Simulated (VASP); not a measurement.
Here is a VASP 6.6.1 calculation.

File INCAR:

```
SYSTEM = CuO
PREC = Accurate
ENCUT = 600
EDIFF = 1E-6
ISMEAR = -1
SIGMA = 0.05
LREAL = .FALSE.
LASPH = .TRUE.
NELM = 80
ALGO = Normal
ISIF = 3
LWAVE = .FALSE.
LCHARG = .FALSE.
GGA = PE
IBRION = 2
NSW = 60
EDIFFG = -0.01
PSTRESS = 300.0
```

Contents of KPOINTS:

```
regular mesh
0
G
  8 8 6
  0 0 0
```

File POSCAR:

```
CuO
1.0
    3.4220509700      0.0000000000      0.0000000000
    0.0000000000      3.4220509700      0.0000000000
    0.0000000000      0.0000000000      4.2604614800
Cu O
2 2
Direct
    0.0000000000      0.5000000000      0.0000000000
    0.5000000000      0.0000000000      0.5000000000
    0.0000000000      0.0000000000      0.2500000000
    0.0000000000      0.0000000000      0.7500000000
```

Potentials or basis: VASP PAW PBE potentials, release 64 (Cu, O).

Run with:

```bash
$ cat potpaw_PBE.64/Cu/POTCAR potpaw_PBE.64/O/POTCAR > POTCAR
$ mpirun -np 1 vasp_std > vasp.out
```

(1) Estimate the relaxed volume.

(2) Estimate the space group after relaxing (to 0.1 Å).

(3) What does it give for the relaxed cell?

## Answers

(1) 9.56 Å³/atom.

(2) P4_2/mmc (No. 131).

(3) a = 2.725 Å, b = 2.725 Å, c = 5.148 Å, α = 90.00°, β = 90.00°, γ = 90.00°.

Caveat: the cell is relaxed towards a set pressure, so the run minimises the enthalpy, not the energy; the volume moved by over 15 % at a fixed basis, so the end points are rough.
